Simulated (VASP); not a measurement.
Here is a VASP 6.6.1 calculation.

INCAR

```
SYSTEM = In
PREC     = Accurate       ! precision mode
ENCUT    = 520            ! plane-wave cutoff, eV
EDIFF    = 1E-6           ! SCF threshold, eV
ISMEAR   = -1             ! smearing method
SIGMA    = 0.05           ! smearing width, eV
LREAL    = .FALSE.        ! projectors in reciprocal space
LASPH    = .TRUE.         ! aspherical terms in the spheres
NELM     = 100            ! most SCF steps
ALGO     = Normal         ! electronic algorithm
ISIF     = 2              ! what is computed and relaxed
LWAVE    = .FALSE.        ! write WAVECAR
LCHARG   = .FALSE.        ! write CHGCAR
GGA      = CA             ! functional
NBANDS   = 12             ! bands
```

File KPOINTS:

```
Automatic mesh
0
G
  14 14 14
  0 0 0
```

POSCAR

```
In
1.0
   -1.6261500000      1.6261500000      2.4739500000
    1.6261500000     -1.6261500000      2.4739500000
    1.6261500000      1.6261500000     -2.4739500000
In
1
Direct
    0.0000000000      0.0000000000      0.0000000000
```

Potentials or basis: VASP PAW LDA potentials, release 64 (In_d).

Run with:

```sh
$ cat potpaw_LDA.64/In_d/POTCAR > POTCAR
$ mpirun -np 1 vasp_std > vasp.out
```

Problem. Predict the pressure.

Solution. -2.7 GPa.

Stress tensor (GPa, compression positive):
```
-2.82  0.00  0.00
 0.00 -2.82  0.00
 0.00  0.00 -2.39
```
